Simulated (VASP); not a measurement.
Au: single point with PBE

Au:

```
Au
1.0
     0.00000    2.09964    2.09964
     2.09964    0.00000    2.09964
     2.09964    2.09964    0.00000
Au
1
Direct
  0.00000 0.00000 0.00000
```

This cell differs from its parent crystal: volume scaled by 1.03.

```
Program             : VASP 6.6.1
Task                : single point
Functional          : PBE
Potentials or basis : VASP PAW PBE potentials, release 64 (Au)
Cutoff              : 520 eV
k mesh              : 18 × 18 × 18
Occupations         : gaussian, width 0.1 eV
Spin                : no spin polarisation
```

```
Pressure : -4.0 GPa
```

Levels at points of the mesh, in eV from the Fermi level:
| k point | band 2 | band 3 | band 4 | band 5 | band 6 | band 7 | band 8 | band 9 | band 10 | band 11 |
| --- | --- | --- | --- | --- | --- | --- | --- | --- | --- | --- |
| (0.00, 0.00, 0.00) | -4.21 | -4.21 | -4.21 | -2.90 | -2.90 | 14.66 | 18.19 | 18.19 | 18.19 | 22.84 |
| (0.50, 0.00, 0.00) | -4.24 | -4.24 | -1.87 | -1.87 | -0.52 | 2.71 | 14.10 | 16.56 | 16.56 | 23.77 |
| (0.50, 0.50, 0.00) | -6.00 | -1.91 | -1.59 | -1.59 | 1.31 | 5.19 | 9.83 | 9.83 | 16.39 | 18.77 |

Wall time 13 s on 1 thread of Intel(R) Xeon(R) 6975P-C (Granite Rapids), on a shared host, peak memory 0.17 GiB.

Caveat: spin-orbit coupling is left out, which moves the levels of the heavy elements.
